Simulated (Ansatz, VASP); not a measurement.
Given: the input of a run of VASP 6.6.1 on GaAs.

POSCAR

```
GaAs
1.0
    0.0000000000      2.8268500000      2.8268500000
    2.8268500000      0.0000000000      2.8268500000
    2.8268500000      2.8268500000      0.0000000000
As Ga
1 1
Direct
    0.7500000000      0.7500000000      0.7500000000
    0.0000000000      0.0000000000      0.0000000000
```

INCAR.step1

```
PREC = Accurate ; ENCUT = 520
EDIFF = 1E-5 ; ISMEAR = -1
SIGMA = 0.05 ; LREAL = False
LASPH = True ; NELM = 100
ALGO = Normal ; ISIF = 2
LWAVE = True ; GGA = PE
NBANDS = 16
```

INCAR.step2

```
PREC = Accurate ; ENCUT = 520
EDIFF = 1E-6 ; ISMEAR = -1
SIGMA = 0.05 ; LREAL = False
LASPH = True ; NELM = 100
ALGO = Normal ; ISIF = 2
LWAVE = False ; LCHARG = True
GGA = PE ; LHFCALC = True
AEXX = 0.5 ; PRECFOCK = Normal
LELF = True ; LVHAR = True
ISTART = 1 ; NBANDS = 16
```

KPOINTS

```
regular mesh
0
Gamma
  5 5 5
```

Potentials or basis: VASP PAW PBE potentials, release 64 (As, Ga_d).

Launch:

```sh
$ cat potpaw_PBE.64/As/POTCAR potpaw_PBE.64/Ga_d/POTCAR > POTCAR
$ cp INCAR.step1 INCAR
$ mpirun -np 1 vasp_std > vasp.out
$ cp INCAR.step2 INCAR
$ mpirun -np 1 vasp_std > vasp.out
```

Task: Translate it to Ansatz 0.2.0. Potentials there: Ansatz PAW.

Result: As run (the cutoff follows the program's own potentials):

File input.yaml:

```yaml
crystal:
  lattice:
    - [0.0, 2.82685, 2.82685]
    - [2.82685, 0.0, 2.82685]
    - [2.82685, 2.82685, 0.0]
  atoms:
    - { symbol: As, position: [0.75, 0.75, 0.75] }
    - { symbol: Ga, position: [0.0, 0.0, 0.0] }
hamiltonian:
  xc: { exchange: pbe, correlation: pbe, exx: { coeff: 0.5 } }
  pseudopotentials: { kind: paw }
kpoints:
  mp_grid: { grid: [5, 5, 5] }
scf:
  occupations: { method: fermi_dirac, width: 0.05 }
output:
  forces: true
  stress: true
  eigenvalues: true
```

Potentials or basis: Ansatz PAW.

The run is started by

```bash
$ ansatz run input.yaml --threads 1 --pin off --max-ram 3584MiB --backend cpu --events-out ev --progress --plain --runs-dir out
```

Both were run:

|  | VASP | Ansatz | Ansatz less VASP |
| --- | --- | --- | --- |
| gap on the k mesh at the Fermi level (eV) | 3.84 | 3.77 | -0.072 |
| least direct gap on the mesh (eV) | 3.84 | 3.77 | -0.072 |
| pressure (GPa) | -1.7 | -1.1 | +0.66 |

VASP's potentials were made for PBE, not for PBE-based global hybrid. VASP's potentials hold 18 valence electrons a cell and Ansatz's 28, so a difference there can come from the potentials and not from the codes.

Noted on Ansatz's run: odd divisions of the mesh miss points on the zone boundary, where band edges often lie, so the gap on the mesh can be too wide.
